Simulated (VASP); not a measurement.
A run of VASP 6.6.1 is set up as follows.

Contents of INCAR:

```
SYSTEM = LaAl2N3
PREC = Accurate
ENCUT = 520
EDIFF = 1E-6
ISMEAR = 0
SIGMA = 0.1
LREAL = .FALSE.
LASPH = .TRUE.
NELM = 100
ALGO = Normal
ISIF = 2
LWAVE = .FALSE.
LCHARG = .TRUE.
GGA = PE
LELF = .TRUE.
LVHAR = .TRUE.
NBANDS = 25
```

The input KPOINTS:

```
Automatic mesh
0
G
  6 6 4
  0 0 0
```

POSCAR

```
LaAl2N3
1.0
    4.6811401806      0.0000000034      0.0000000000
   -2.3405700932      4.0539863134      0.0000000000
    0.0000000000      0.0000000000      9.3366828595
La Al N
1 2 3
Direct
    0.0000000000      0.0000000000      0.0000000000
    0.0000000000      0.0000000000      0.3583192055
    0.0000000000      0.0000000000      0.6416807945
    0.5000000000      0.0000000000      0.0000000000
    0.0000000000      0.5000000000      0.0000000000
    0.5000000000      0.5000000000      0.0000000000
```

Potentials or basis: VASP PAW PBE potentials, release 64 (La, Al, N).

Launch:

```bash
$ cat potpaw_PBE.64/La/POTCAR potpaw_PBE.64/Al/POTCAR potpaw_PBE.64/N/POTCAR > POTCAR
$ mpirun -np 1 vasp_std > vasp.out
```

(1) Predict the largest force.

(2) Predict the pressure.

(3) Predict the band gap on the k mesh.

Answers

(1) 0.030 eV/Å.

(2) -0.1 GPa.

(3) zero (band 16 reaches 1.50 eV, above the bottom of band 17 at 1.05 eV).

Caveat: spin-orbit coupling is left out, which moves the levels of the heavy elements.
